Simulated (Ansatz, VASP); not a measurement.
One calculation of GaAs, two programs

```
Ga As
1.0
     0.00000    2.66452    2.66452
     2.66452    0.00000    2.66452
     2.66452    2.66452    0.00000
Ga As
1 1
Direct
  0.00000 0.00000 0.00000
  0.50000 0.50000 0.50000
```

Alike in both runs: task single point; functional r2SCAN50; k mesh 4 × 4 × 4; occupations fermi-dirac, width 0.02 eV; no spin polarisation.

|  | VASP | Ansatz |
| --- | --- | --- |
| version | VASP 6.6.1 | Ansatz 0.2.0 |
| potentials or method | VASP PAW PBE potentials, release 64 (Ga_d, As) | plane waves |
| plane-wave cutoff (eV) | 520 | 500 |
| valence electrons in the cell | 18 | 28 |

VASP gave:

- pressure (GPa): -0.1

Problem. Which values does Ansatz return?

Solution. Pressure (GPa): -3.1.

VASP's potentials were made for PBE, not for r2SCAN50. VASP's potentials hold 18 valence electrons a cell and Ansatz's 28, so a difference there can come from the potentials and not from the codes. Ansatz's warnings: filled band counts differ across k points, stress exchange threshold loose, stress scf threshold loose.

The k mesh is coarse, so the values compare programs but aren't converged.
